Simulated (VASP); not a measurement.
# KF (R-3m) in VASP: notebook, part 2 of 2

VASP 6.6.1. Earlier steps stand in the parts before.

### Step 3. Single point, PBE (18.32 Å³/atom)

This run uses another cell than the first one, of 18.32 Å³/atom.

INCAR

```
  ALGO = Normal
  EDIFF = 1E-7
  ENCUT = 520
  GGA = PE
  ISIF = 2
  ISMEAR = 0
  LASPH = True
  LCHARG = False
  LREAL = False
  LWAVE = False
  NBANDS = 15
  NELM = 80
  PREC = Accurate
  SIGMA = 0.05
```

KPOINTS

```
k-points
0
Gamma
  8 8 8
```

POSCAR

```
KF
1.0
   -0.1114973522      2.5816754065      2.5816754065
    2.5816754065     -0.1114973522      2.5816754065
    2.5816754065      2.5816754065     -0.1114973522
K F
1 1
Direct
    0.0000000000      0.0000000000      0.0000000000
    0.5000000000      0.5000000000      0.5000000000
```

Potentials or basis: VASP PAW PBE potentials, release 64 (K_sv, F).

The run is started by

```bash
$ cat potpaw_PBE.64/K_sv/POTCAR potpaw_PBE.64/F/POTCAR > POTCAR
$ mpirun -np 1 vasp_std > vasp.out
```

OUTCAR:

```text
EDIFF = 1E-7
   ENCUT = 520
   GGA = PE
   ISIF = 2
   ISMEAR = 0
   LASPH = True
   LREAL = False
   NELM = 80
   PREC = Accurate

 ion  position               nearest neighbor table
   1  0.000  0.000  0.000-   2 2.64   2 2.64   2 2.64   2 2.64   2 2.64   2 2.64
   2  0.500  0.500  0.500-   1 2.64   1 2.64   1 2.64   1 2.64   1 2.64   1 2.64

  LATTYP: Found a trigonal (rhomboedric) cell.
 ALAT       =     3.6527424586
 COS(alpha) =     0.4563863912

  Lattice vectors:

 A1 = (  -0.1114973522,   2.5816754065,   2.5816754065)
 A2 = (   2.5816754065,  -0.1114973522,   2.5816754065)
 A3 = (   2.5816754065,   2.5816754065,  -0.1114973522)

Analysis of symmetry for initial positions (statically):
=====================================================================
 Subroutine PRICEL returns:
 Original cell was already a primitive cell.

 Routine SETGRP: Setting up the symmetry group for a
 trigonal (rhombohedral) supercell.

 Subroutine GETGRP returns: Found 12 space group operations
 (whereof 12 operations were pure point group operations)
 out of a pool of 12 trial point group operations.

The static configuration has the point symmetry D_3d.

Analysis of symmetry for dynamics (positions and initial velocities):
=====================================================================
 Subroutine PRICEL returns:
 Original cell was already a primitive cell.

 Routine SETGRP: Setting up the symmetry group for a
 trigonal (rhombohedral) supercell.

 Subroutine GETGRP returns: Found 12 space group operations
 (whereof 12 operations were pure point group operations)
 out of a pool of 12 trial point group operations.

The dynamic configuration has the point symmetry D_3d.

 Subroutine INISYM returns: Found 12 space group operations
 (whereof 12 operations are pure point group operations),
 and found     1 'primitive' translations

----------------------------------------------------------------------------------------

                                     Primitive cell

  volume of cell :      36.6420

  direct lattice vectors                    reciprocal lattice vectors
    -0.111497352  2.581675407  2.581675407    -0.181557127  0.189752139  0.189752139
     2.581675407 -0.111497352  2.581675407     0.189752139 -0.181557127  0.189752139
     2.581675407  2.581675407 -0.111497352     0.189752139  0.189752139 -0.181557127

  length of vectors
     3.652742459  3.652742459  3.652742459     0.323998054  0.323998054  0.323998054

  position of ions in fractional coordinates (direct lattice)
     0.000000000  0.000000000  0.000000000
     0.500000000  0.500000000  0.500000000

  ion indices of the primitive-cell ions
   primitive index   ion index
                 1           1
                 2           2

----------------------------------------------------------------------------------------

 KPOINTS: k-points

Automatic generation of k-mesh.
 Grid dimensions read from file:
 generate k-points for:    8    8    8

 Generating k-lattice:

  Cartesian coordinates                     Fractional coordinates (reciprocal lattice)
    -0.022694641  0.023719017  0.023719017     0.125000000  0.000000000 -0.000000000
     0.023719017 -0.022694641  0.023719017     0.000000000  0.125000000 -0.000000000
     0.023719017  0.023719017 -0.022694641     0.000000000  0.000000000  0.125000000

[... 40 lines left out ...]
   total plane-waves  NPLWV =  21952
   dimension x,y,z NGX =    28 NGY =   28 NGZ =   28
   dimension x,y,z NGXF=    56 NGYF=   56 NGZF=   56
   ions per type =               1   1
   NGX,Y,Z   is equivalent  to a cutoff of  12.74, 12.74, 12.74 a.u.
   NGXF,Y,Z  is equivalent  to a cutoff of  25.49, 25.49, 25.49 a.u.
 SYSTEM =  unknown system
   PREC   = accura    normal or accurate (medium, high low for compatibility)
   ISTART =      0    job   : 0-new  1-cont  2-samecut
   ICHARG =      2    charge: 1-file 2-atom 10-const
   ISPIN  =      1    spin polarized calculation?
   LNONCOLLINEAR =      F non collinear calculations
   LSORBIT =      F    spin-orbit coupling
   LASPH  =      T    aspherical Exc in radial PAW
   ENCUT  =  520.0 eV  38.22 Ry    6.18 a.u.   6.79  6.79  6.79*2*pi/ulx,y,z
   NELM   =     80;   NELMIN=  2; NELMDL= -5     # of ELM steps
   EDIFF  = 0.1E-06   stopping-criterion for ELM
   LREAL  =      F    real-space projection
   EDIFFG = 0.1E-05   stopping-criterion for IOM
   NSW    =      0    number of steps for IOM
   IBRION =     -1    ionic relax: 0-MD 1-quasi-New 2-CG
   NFREE  =      0    steps in history (QN), initial steepest desc. (CG)
   ISIF   =      2    stress and relaxation
   ISYM   =      2    0-nonsym 1-usesym 2-fastsym
   POTIM  = 0.5000    time-step for ionic-motion
   TEBEG  =    0.0;   TEEND  =   0.0 temperature during run
   PSTRESS=    0.0 pullay stress
   NELECT =      16.0000    total number of electrons
   NUPDOWN=      -1.0000    fix difference up-down
   EMIN   =  10.00;   EMAX   =-10.00  energy-range for DOS
   EFERMI =   0.00;   METHOD = LEGACY
   ISMEAR =     0;   SIGMA  =   0.05  broadening in eV -4-tet -1-fermi 0-gaus
   EFERMI_NEDOS =   21; number of points for ismear=-14 and -15
   IALGO  =     38    algorithm
   IMIX   =      4    mixing-type and parameters
     AMIX     =   0.40;   BMIX     =  1.00
     AMIX_MAG =   1.60;   BMIX_MAG =  1.00
  volume/ion in A,a.u.               =      18.32       123.64
  Fermi-wavevector in a.u.,A,eV,Ry     =   1.242000  2.347041 20.987874  1.542565
  Thomas-Fermi vector in A             =   2.376374
   LORBIT       =      0    0 simple, 1 ext, 2 COOP (PROOUT), +10 PAW based schemes
   GGA     = PE    functional components
   LHFCALC =     F    Hartree Fock is set to
   AEXX    =    0.0000 exact exchange contribution
   IVDW    =     0    specifies the selected vdW correction
   LEPSILON=     F    determine dielectric tensor
   LRPA    =     F    only Hartree local field effects (RPA)
 non-spin polarized calculation
 Gauss-broadening in eV      SIGMA  =   0.05
  energy-cutoff  :      520.00
  volume of cell :       36.64
 maximum number of plane-waves:       998
   NGX = 13   NGY = 13   NGZ = 13

 number of electron      16.0000003 magnetization

 Free energy of the ion-electron system (eV)
  ---------------------------------------------------
  ext. energy  EPLUGINS =         0.00000000
  ---------------------------------------------------
  free energy    TOTEN  =        -8.26064778 eV

  energy without entropy =       -8.26064778  energy(sigma->0) =       -8.26064778

 E-fermi :  -2.4406     XC(G=0):  -8.5919

 val. band max:       -2.6430131046   @ k =   0.0000   0.0000   0.0000
 cond. band min:       3.6838103017   @ k =   0.0000   0.0000   0.0000
 fundamental gap:      6.3268234063
 Fermi energy:        -2.4405536480

 k-point     1 :       0.0000    0.0000    0.0000
  band No.  band energies     occupation
      1     -28.7377      2.00000
      2     -21.3630      2.00000
      3     -11.9635      2.00000
      4     -11.9635      2.00000
      5     -11.9330      2.00000
      6      -2.6984      2.00000
      7      -2.6984      2.00000
      8      -2.6430      2.00000
      9       3.6838      0.00000
     10       7.8543      0.00000
     11       7.8543      0.00000
     12       8.5655      0.00000
     13       9.8511      0.00000
     14       9.8511      0.00000
[... 401 lines left out ...]
      2     -21.4295      2.00000
      3     -12.1648      2.00000
      4     -12.0640      2.00000
      5     -11.9596      2.00000
      6      -3.2936      2.00000
      7      -3.0223      2.00000
      8      -2.7742      2.00000
      9       5.8945      0.00000
     10       7.2847      0.00000
     11       8.8705      0.00000
     12       9.5031      0.00000
     13      10.5967      0.00000
     14      11.0120      0.00000
     15      15.8768      0.00000

 [... further k-points ...]

------------------------ aborting loop because EDIFF is reached ----------------------------------------

  FORCE on cell =-STRESS in cart. coord.  units (eV):
  Direction    XX          YY          ZZ          XY          YZ          ZX
  --------------------------------------------------------------------------------------
  -------------------------------------------------------------------------------------
  Total        0.6725631      0.6725631      0.6725631      0.1029489      0.1029489      0.1029489
  in kB       29.4079287     29.4079287     29.4079287      4.5014574      4.5014574      4.5014574
  external PRESSURE =      29.4079287 kB  Pullay stress =       0.0000000 kB

 VOLUME and BASIS-vectors are now :
 -----------------------------------------------------------------------------
  energy-cutoff  :      520.00
  volume of cell :       36.64
      direct lattice vectors                 reciprocal lattice vectors
    -0.111497352  2.581675407  2.581675407    -0.181557127  0.189752139  0.189752139
     2.581675407 -0.111497352  2.581675407     0.189752139 -0.181557127  0.189752139
     2.581675407  2.581675407 -0.111497352     0.189752139  0.189752139 -0.181557127

 POSITION                                       TOTAL-FORCE (eV/Angst)
 -----------------------------------------------------------------------------------
      0.00000      0.00000      0.00000         0.000000     -0.000000      0.000000
      2.52593      2.52593      2.52593        -0.000000      0.000000     -0.000000
 -----------------------------------------------------------------------------------
    total drift:                                0.000000      0.000000      0.000000

  FREE ENERGIE OF THE ION-ELECTRON SYSTEM (eV)
  ---------------------------------------------------
  free  energy   TOTEN  =        -8.2606477761 eV

  energy  without entropy=       -8.2606477761  energy(sigma->0) =       -8.26064778
```

OSZICAR:

```text
N       E                     dE             d eps       ncg     rms          rms(c)
DAV:   1     0.109619372037E+03    0.10962E+03   -0.82688E+03  1950   0.104E+03
DAV:   2    -0.515419023218E+01   -0.11477E+03   -0.10561E+03  2552   0.284E+02
DAV:   3    -0.940019269890E+01   -0.42460E+01   -0.42274E+01  2505   0.489E+01
DAV:   4    -0.951336477995E+01   -0.11317E+00   -0.11315E+00  2691   0.777E+00
DAV:   5    -0.951499953040E+01   -0.16348E-02   -0.16347E-02  2567   0.819E-01    0.639E+00
DAV:   6    -0.828966338095E+01    0.12253E+01   -0.34282E+00  2069   0.152E+01    0.426E+00
DAV:   7    -0.826247017067E+01    0.27193E-01   -0.67047E-02  2468   0.226E+00    0.240E+00
DAV:   8    -0.825852435641E+01    0.39458E-02   -0.48937E-02  2188   0.221E+00    0.193E-01
DAV:   9    -0.826001307803E+01   -0.14887E-02   -0.39399E-03  2517   0.523E-01    0.124E-01
DAV:  10    -0.826053432428E+01   -0.52125E-03   -0.46938E-04  2090   0.192E-01    0.591E-02
DAV:  11    -0.826065005075E+01   -0.11573E-03   -0.12125E-04  2118   0.947E-02    0.206E-02
DAV:  12    -0.826064758069E+01    0.24701E-05   -0.13867E-05  2468   0.378E-02    0.403E-03
DAV:  13    -0.826064776814E+01   -0.18745E-06   -0.21165E-06  2125   0.133E-02    0.223E-03
DAV:  14    -0.826064777614E+01   -0.80088E-08   -0.62357E-08  2154   0.246E-03
   1 F= -.82606478E+01 E0= -.82606478E+01  d E =-.423415E-11
```

It took 21 s on 1 thread of AMD EPYC 9R45 (Zen 5), shared host; peak memory 0.14 GiB.

What came out:

* Free energy: -8.2606 eV
* Pressure: 2.9 GPa
* Band gap on the k mesh: 6.33 eV

Levels at points of the mesh, in eV from the valence-band top:
```
           k point  band 4  band 5  band 6  band 7  band 8  band 9  band 10  band 11  band 12  band 13
(0.00, 0.00, 0.00)   -9.32   -9.29   -0.06   -0.06    0.00    6.33    10.50    10.50    11.21    12.49
(0.50, 0.00, 0.00)   -9.34   -9.33   -0.88   -0.44   -0.34    9.13    10.80    11.87    12.50    14.38
(0.50, 0.50, 0.00)   -9.58   -9.51   -0.24   -0.11   -0.06    8.18    10.45    12.10    13.72    14.33
(0.50, 0.50, 0.50)   -9.38   -9.38   -0.88   -0.50   -0.50    9.31    11.07    12.28    12.28    14.57
```
